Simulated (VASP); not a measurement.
# Pt (Fm-3m) in VASP: notebook, part 2 of 2

VASP 6.6.1. The steps go on from the part before.

## Step 4: Single point, PBE

This run uses another cell than the first one, of 15.77 Å³/atom, 1.028 times its volume.

File INCAR:

```
SYSTEM = Pt
  PREC = Accurate
  ENCUT = 520
  EDIFF = 1E-6
  ISMEAR = 0
  SIGMA = 0.1
  LREAL = .False.
  LASPH = .True.
  NELM = 100
  ALGO = Normal
  ISIF = 2
  LWAVE = .False.
  LCHARG = .False.
  GGA = PE
  NBANDS = 11
```

File KPOINTS:

```
regular mesh
0
Gamma
  18 18 18
  0 0 0
```

File POSCAR:

```
Pt
1.0
    0.0000000000      1.9904842725      1.9904842725
    1.9904842725      0.0000000000      1.9904842725
    1.9904842725      1.9904842725      0.0000000000
Pt
1
Direct
    0.0000000000      0.0000000000      0.0000000000
```

Potentials or basis: VASP PAW PBE potentials, release 64 (Pt).

Command:

```
$ cat potpaw_PBE.64/Pt/POTCAR > POTCAR
$ mpirun -np 1 vasp_std > vasp.out
```

OUTCAR:

```text
SYSTEM = Pt
   PREC = Accurate
   ENCUT = 520
   EDIFF = 1E-6
   ISMEAR = 0
   LREAL = .False.
   LASPH = .True.
   NELM = 100
   ISIF = 2
   GGA = PE

 ion  position               nearest neighbor table
   1  0.000  0.000  0.000-

  LATTYP: Found a face centered cubic cell.
 ALAT       =     3.9809685450

  Lattice vectors:

 A1 = (   0.0000000000,   1.9904842725,   1.9904842725)
 A2 = (   1.9904842725,   0.0000000000,   1.9904842725)
 A3 = (   1.9904842725,   1.9904842725,   0.0000000000)

Analysis of symmetry for initial positions (statically):
[... 33 lines left out ...]
                                     Primitive cell

  volume of cell :      15.7727

  direct lattice vectors                    reciprocal lattice vectors
     0.000000000  1.990484273  1.990484273    -0.251195152  0.251195152  0.251195152
     1.990484273  0.000000000  1.990484273     0.251195152 -0.251195152  0.251195152
     1.990484273  1.990484273  0.000000000     0.251195152  0.251195152 -0.251195152

  length of vectors
     2.814969854  2.814969854  2.814969854     0.435082766  0.435082766  0.435082766

  position of ions in fractional coordinates (direct lattice)
     0.000000000  0.000000000  0.000000000

  ion indices of the primitive-cell ions
   primitive index   ion index
                 1           1

----------------------------------------------------------------------------------------

 KPOINTS: regular mesh

Automatic generation of k-mesh.
 Grid dimensions read from file:
 generate k-points for:   18   18   18

 Generating k-lattice:

  Cartesian coordinates                     Fractional coordinates (reciprocal lattice)
    -0.013955286  0.013955286  0.013955286     0.055555556  0.000000000  0.000000000
     0.013955286 -0.013955286  0.013955286     0.000000000  0.055555556  0.000000000
     0.013955286  0.013955286 -0.013955286     0.000000000  0.000000000  0.055555556

  Length of vectors
     0.024171265  0.024171265  0.024171265

[... 70 lines left out ...]
   IALGO  =     38    algorithm
   IMIX   =      4    mixing-type and parameters
     AMIX     =   0.40;   BMIX     =  1.00
     AMIX_MAG =   1.60;   BMIX_MAG =  1.00
  volume/ion in A,a.u.               =      15.77       106.44
  Fermi-wavevector in a.u.,A,eV,Ry     =   1.406391  2.657694 26.911449  1.977936
  Thomas-Fermi vector in A             =   2.528756
   LORBIT       =      0    0 simple, 1 ext, 2 COOP (PROOUT), +10 PAW based schemes
   GGA     = PE    functional components
   LHFCALC =     F    Hartree Fock is set to
   AEXX    =    0.0000 exact exchange contribution
   IVDW    =     0    specifies the selected vdW correction
   LEPSILON=     F    determine dielectric tensor
   LRPA    =     F    only Hartree local field effects (RPA)
 non-spin polarized calculation
 Gauss-broadening in eV      SIGMA  =   0.10
  energy-cutoff  :      520.00
  volume of cell :       15.77
 maximum number of plane-waves:       444
 NGX is ok and might be reduce to    24
   NGX = 11   NGY = 11   NGZ = 11

 number of electron      10.0000001 magnetization

 Free energy of the ion-electron system (eV)
  ---------------------------------------------------
  ext. energy  EPLUGINS =         0.00000000
  ---------------------------------------------------
  free energy    TOTEN  =        -6.09895886 eV

  energy without entropy =       -6.08754750  energy(sigma->0) =       -6.09325318

 E-fermi :  10.4222     XC(G=0): -13.2226

 val. band max:       10.4214492838   @ k =  -0.3333   0.3889   0.1111
 cond. band min:      10.4316320398   @ k =   0.4444   0.1111   0.0000
 fundamental gap:      0.0101827560
 Fermi energy:        10.4221597047

 k-point     1 :       0.0000    0.0000    0.0000
  band No.  band energies     occupation
      1       0.7019      2.00000
      2       6.9002      2.00000
      3       6.9002      2.00000
      4       6.9002      2.00000
      5       8.9005      2.00000
      6       8.9005      2.00000
      7      25.1777      0.00000
      8      29.8911      0.00000
      9      29.8911      0.00000
     10      29.8911      0.00000
     11      35.0740      0.00000
[... 309 lines left out ...]
 k-point    24 :      -0.2222    0.0556    0.0000
  band No.  band energies     occupation
      1       2.6759      2.00000
      2       6.4463      2.00000
      3       7.2685      2.00000
      4       7.3310      2.00000
      5       8.7292      2.00000
      6       9.3583      2.00000
      7      23.8513      0.00000
      8      26.8734      0.00000
      9      31.0164      0.00000
     10      32.5564      0.00000
     11      33.7464      0.00000

 [... further k-points ...]
[... 5 lines left out ...]
  --------------------------------------------------------------------------------------
  -------------------------------------------------------------------------------------
  Total       -0.2424483     -0.2424483     -0.2424483     -0.0000000     -0.0000000     -0.0000000
  in kB      -24.6276745    -24.6276745    -24.6276745     -0.0000000     -0.0000000     -0.0000000
  external PRESSURE =     -24.6276745 kB  Pullay stress =       0.0000000 kB

 VOLUME and BASIS-vectors are now :
 -----------------------------------------------------------------------------
  energy-cutoff  :      520.00
  volume of cell :       15.77
      direct lattice vectors                 reciprocal lattice vectors
     0.000000000  1.990484273  1.990484273    -0.251195152  0.251195152  0.251195152
     1.990484273  0.000000000  1.990484273     0.251195152 -0.251195152  0.251195152
     1.990484273  1.990484273  0.000000000     0.251195152  0.251195152 -0.251195152

 POSITION                                       TOTAL-FORCE (eV/Angst)
 -----------------------------------------------------------------------------------
      0.00000      0.00000      0.00000         0.000000      0.000000      0.000000
 -----------------------------------------------------------------------------------
    total drift:                               -0.000000     -0.000000     -0.000000

  FREE ENERGIE OF THE ION-ELECTRON SYSTEM (eV)
  ---------------------------------------------------
  free  energy   TOTEN  =        -6.0989588626 eV

  energy  without entropy=       -6.0875474981  energy(sigma->0) =       -6.09325318
```

OSZICAR:

```text
N       E                     dE             d eps       ncg     rms          rms(c)
DAV:   1     0.392266191188E+02    0.39227E+02   -0.53075E+03  4354   0.840E+02
DAV:   2    -0.587571633468E+01   -0.45102E+02   -0.43279E+02  4898   0.173E+02
DAV:   3    -0.647987848643E+01   -0.60416E+00   -0.59955E+00  4991   0.193E+01
DAV:   4    -0.648232821962E+01   -0.24497E-02   -0.24496E-02  4941   0.145E+00
DAV:   5    -0.648234888753E+01   -0.20668E-04   -0.20668E-04  5007   0.124E-01    0.113E+01
DAV:   6    -0.613549210332E+01    0.34686E+00   -0.84708E-01  4635   0.722E+00    0.597E+00
DAV:   7    -0.610208095534E+01    0.33411E-01   -0.12777E-01  4962   0.273E+00    0.247E+00
DAV:   8    -0.609918030247E+01    0.29007E-02   -0.53892E-03  4638   0.621E-01    0.563E-01
DAV:   9    -0.609895688752E+01    0.22341E-03   -0.21913E-04  4773   0.126E-01    0.509E-02
DAV:  10    -0.609895905568E+01   -0.21682E-05   -0.53772E-06  5267   0.178E-02    0.680E-03
DAV:  11    -0.609895886260E+01    0.19307E-06   -0.34549E-08  2619   0.184E-03
   1 F= -.60989589E+01 E0= -.60932532E+01  d E =-.114114E-01
```

Run time: 18 s. Hardware: 1 thread of AMD EPYC 9R45 (Zen 5), shared host; peak memory 0.13 GiB.

Results:

* Free energy: -6.0990 eV
* Pressure: -2.5 GPa
* Band gap on the k mesh: zero (band 5 reaches 10.87 eV, above the bottom of band 6 at 8.81 eV)

Levels at points of the mesh, in eV from the Fermi level:
```tsv
k point	band 3	band 4	band 5	band 6	band 7	band 8
(0.00, 0.00, 0.00)	-3.52	-3.52	-1.52	-1.52	14.76	19.47
(0.50, 0.00, 0.00)	-3.58	-0.29	0.03	0.03	5.50	14.31
(0.50, 0.50, 0.00)	-0.01	0.45	0.45	1.87	8.40	11.25
```

Caveat: spin-orbit coupling is left out, which moves the levels of the heavy elements.

## Step 5: Relaxation of cell and atoms, PBE, target pressure 40 GPa, at which the enthalpy is minimised

This run uses another cell than the first one, of 13.85 Å³/atom, 0.902 times its volume.

File INCAR:

```
SYSTEM = Pt
PREC = Accurate ; ENCUT = 600
EDIFF = 1E-7 ; ISMEAR = 0
SIGMA = 0.1 ; LREAL = .FALSE.
LASPH = .TRUE. ; NELM = 100
ALGO = Fast ; ISIF = 3
LWAVE = .FALSE. ; LCHARG = .FALSE.
GGA = PE ; IBRION = 2
NSW = 70 ; EDIFFG = -0.008
PSTRESS = 400.0
```

File KPOINTS:

```
regular mesh
0
G
  18 18 18
  0 0 0
```

File POSCAR:

```
Pt
1.0
    0.0000000000      1.9060368897      1.9060368897
    1.9060368897      0.0000000000      1.9060368897
    1.9060368897      1.9060368897      0.0000000000
Pt
1
Direct
    0.0000000000      0.0000000000      0.0000000000
```

Command:

```
$ cat potpaw_PBE.64/Pt/POTCAR > POTCAR
$ mpirun -np 1 vasp_std > vasp.out
```

Run time: 44 s. Hardware: 1 thread of AMD EPYC 9R45 (Zen 5), shared host; peak memory 0.14 GiB.

It converged, with:

| Item | Value |
| --- | --- |
| Free energy | -5.9101 eV |
| Relaxed volume | 13.90 Å³/atom |
| Relaxed cell | a = 2.699 Å, b = 2.699 Å, c = 2.699 Å, α = 60.00°, β = 60.00°, γ = 60.00° |
| Space group after relaxing (to 0.05 Å) | Fm-3m (No. 225) |
| Energy change on relaxing (the enthalpy is what falls) | -11.8 meV/atom |
| Ionic steps | 3 |
| Pressure after relaxing | 40.0 GPa |
| Band gap on the k mesh | zero (band 5 reaches 13.51 eV, above the bottom of band 6 at 10.92 eV) |

The path:
| step | energy change (eV) | largest force (eV/Å) | pressure (GPa) | volume (Å³) |
| --- | --- | --- | --- | --- |
| 1 | 0.0000 | 0.0000 | 41.55 | 13.85 |
| 2 | -0.0627 | 0.0000 | 33.02 | 14.12 |
| 3 | -0.0118 | 0.0000 | 40.03 | 13.90 |

Final structure:
```xyz
1
Lattice="0.0000 1.9082 1.9082 1.9082 0.0000 1.9082 1.9082 1.9082 0.0000" Properties=species:S:1:pos:R:3 pbc="T T T"
Pt    0.0000    0.0000    0.0000
```

Levels at points of the mesh, in eV from the Fermi level:
```csv
k point,band 2,band 3,band 4,band 5,band 6,band 7,band 8,band 9
"(0.00, 0.00, 0.00)",-4.33,-4.33,-4.33,-1.87,-1.87,14.35,19.79,19.79
"(0.50, 0.00, 0.00)",-4.42,-4.42,-0.82,0.05,0.05,6.51,13.95,19.52
"(0.50, 0.50, 0.00)",-7.54,0.02,0.58,0.58,1.62,9.82,11.64,11.64
```

Caveat: the cell is relaxed towards a set pressure, so the enthalpy falls and the energy may rise; spin-orbit coupling is left out, which moves the levels of the heavy elements. PBE usually gives volumes a little too large and moduli too small.

## Step 6: Relaxation of cell and atoms, PBE, target pressure 20 GPa, at which the enthalpy is minimised

This run uses another cell than the first one, of 14.60 Å³/atom, 0.951 times its volume.

File INCAR:

```
ALGO = Fast
EDIFF = 1E-6
EDIFFG = -0.008
ENCUT = 600
GGA = PE
IBRION = 2
ISIF = 3
ISMEAR = 0
LASPH = T
LCHARG = F
LREAL = F
LWAVE = F
NELM = 60
NSW = 70
PREC = Accurate
PSTRESS = 200.0
SIGMA = 0.1
```

File KPOINTS:

```
k-points
0
Gamma
  18 18 18
```

File POSCAR:

```
Pt
1.0
    0.0000000000      1.9399157001      1.9399157001
    1.9399157001      0.0000000000      1.9399157001
    1.9399157001      1.9399157001      0.0000000000
Pt
1
Direct
    0.0000000000      0.0000000000      0.0000000000
```

Potentials or basis: VASP PAW PBE potentials, release 64 (Pt).

Command:

```
$ cat potpaw_PBE.64/Pt/POTCAR > POTCAR
$ mpirun -np 1 vasp_std > vasp.out
```

Run time: 32 s. Hardware: 1 thread of AMD EPYC 9R45 (Zen 5), shared host; peak memory 0.14 GiB.

Results (log left out):

* Free energy: -6.0412 eV
* Relaxed volume: 14.61 Å³/atom
* Relaxed cell: a = 2.744 Å, b = 2.744 Å, c = 2.744 Å, α = 60.00°, β = 60.00°, γ = 60.00°
* Space group after relaxing (to 0.05 Å): Fm-3m (No. 225)
* Energy change on relaxing (the enthalpy is what falls): -0.6 meV/atom
* Ionic steps: 3
* Pressure after relaxing: 20.0 GPa
* Band gap on the k mesh: zero (band 5 reaches 12.42 eV, above the bottom of band 6 at 10.06 eV)

Step by step:
```csv
step,energy change (eV),largest force (eV/Å),pressure (GPa),volume (Å³)
1,0.0000,0.0000,20.15,14.60
2,-0.0036,0.0000,19.52,14.63
3,-0.0006,0.0000,20.04,14.61
```

Final structure:
```cif
data_structure
_symmetry_space_group_name_H-M 'P 1'
_symmetry_Int_Tables_number 1
_cell_length_a 2.7438
_cell_length_b 2.7438
_cell_length_c 2.7438
_cell_angle_alpha 60.000
_cell_angle_beta 60.000
_cell_angle_gamma 60.000
_cell_volume 14.61
loop_
_atom_site_label
_atom_site_type_symbol
_atom_site_fract_x
_atom_site_fract_y
_atom_site_fract_z
_atom_site_occupancy
Pt1 Pt 0.00000 0.00000 0.00000 1
```

Levels at points of the mesh, in eV from the Fermi level:
| k point | band 2 | band 3 | band 4 | band 5 | band 6 | band 7 | band 8 | band 9 |
| --- | --- | --- | --- | --- | --- | --- | --- | --- |
| (0.00, 0.00, 0.00) | -4.00 | -4.00 | -4.00 | -1.72 | -1.72 | 14.54 | 19.69 | 19.69 |
| (0.50, 0.00, 0.00) | -4.07 | -4.07 | -0.61 | 0.04 | 0.04 | 6.09 | 14.12 | 19.20 |
| (0.50, 0.50, 0.00) | -6.97 | 0.01 | 0.52 | 0.52 | 1.72 | 9.24 | 11.49 | 11.49 |

Caveat: the cell is relaxed towards a set pressure, so the enthalpy falls and the energy may rise; spin-orbit coupling is left out, which moves the levels of the heavy elements.

## Step 7: Overview

```csv
task,cell,cutoff (eV),gap on the mesh (eV),pressure (GPa)
single point,"a = 2.789 Å, angles 60.0°, 1 atom",520,none,4.5
single point,"a = 2.807 Å, angles 60.0°, 1 atom",520,none,-0.5
single point,"a = 2.815 Å, angles 60.0°, 1 atom",520,none,-2.5
relaxation of cell and atoms,"relaxed to 40 GPa from a = 2.696 Å, angles 60.0°, 1 atom",600,none,40.0
relaxation of cell and atoms,"relaxed to 20 GPa from a = 2.743 Å, angles 60.0°, 1 atom",600,none,20.0
```

Alike in all rows: level PBE; potentials or basis VASP PAW PBE potentials, release 64 (Pt); no spin polarisation; k mesh 18 × 18 × 18; smearing gaussian 0.1 eV.

Caveats: spin-orbit coupling is left out, which moves the levels of the heavy elements; the cell is relaxed towards a set pressure, so the enthalpy falls and the energy may rise (some runs).

Total energies depend on the potentials used, so only differences within one code and one set of settings carry meaning.
